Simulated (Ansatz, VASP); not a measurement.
## Two plane-wave programs on SiNi

```
Si Ni
1.0
     2.79895    0.00000    0.00000
     0.00000    2.79895    0.00000
     0.00000    0.00000    2.79895
Si Ni
1 1
Direct
  0.00000 0.00000 0.00000
  0.50000 0.50000 0.50000
```

Alike in both runs: functional r2SCAN; k mesh 20 × 20 × 20; occupations gaussian, width 0.1 eV; no spin polarisation.

Ansatz relaxed the structure, and its values are those at the end. VASP's run is a single point on that final structure, the one shown.

|  | VASP | Ansatz |
| --- | --- | --- |
| version | VASP 6.6.1 | Ansatz 0.2.0 |
| potentials or method | VASP PAW PBE potentials, release 64 (Si, Ni), cutoff 520 eV | scalar-relativistic, plane waves, PAW |
| valence electrons in the cell | 14 | 22 |

```csv
,VASP,Ansatz,Ansatz less VASP
gap on the k mesh at the Fermi level (eV),none,none,-
pressure (GPa),0.1,0.0,-0.14
```

VASP's potentials were made for PBE, not for r2SCAN. A gap of «none» marks a metal or a gap that the smearing closes. VASP's potentials hold 14 valence electrons a cell and Ansatz's 22, so a difference there can come from the potentials and not from the codes.
